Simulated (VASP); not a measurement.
A run of VASP 6.6.1 is set up as follows.

The input INCAR:

```
PREC = Accurate
ENCUT = 520
EDIFF = 1E-7
ISMEAR = 0
SIGMA = 0.05
LREAL = F
LASPH = T
NELM = 100
ALGO = Normal
ISIF = 2
LWAVE = F
LCHARG = F
GGA = PE
NBANDS = 14
```

The input KPOINTS:

```
Automatic mesh
0
Gamma
  8 8 8
```

POSCAR

```
NaCl
1.0
    0.0000000000      2.8317500000      2.8317500000
    2.8317500000      0.0000000000      2.8317500000
    2.8317500000      2.8317500000      0.0000000000
Na Cl
1 1
Direct
    0.0000000000      0.0000000000      0.0000000000
    0.4344520067      0.5655479933      0.5000000000
```

Potentials or basis: VASP PAW PBE potentials, release 64 (Na_pv, Cl).

Command:

```console
$ cat potpaw_PBE.64/Na_pv/POTCAR potpaw_PBE.64/Cl/POTCAR > POTCAR
$ mpirun -np 1 vasp_std > vasp.out
```

(1) Estimate the largest force.

(2) Predict the pressure.

(3) What does it give for the band gap on the k mesh?

## Answers

(1) 0.366 eV/Å.

(2) 1.1 GPa.

(3) 5.07 eV.

Caveat: the cell differs from its parent crystal (all Cl atoms moved +0.263 Å, as atom 2 along Cartesian [1 -1 0]).
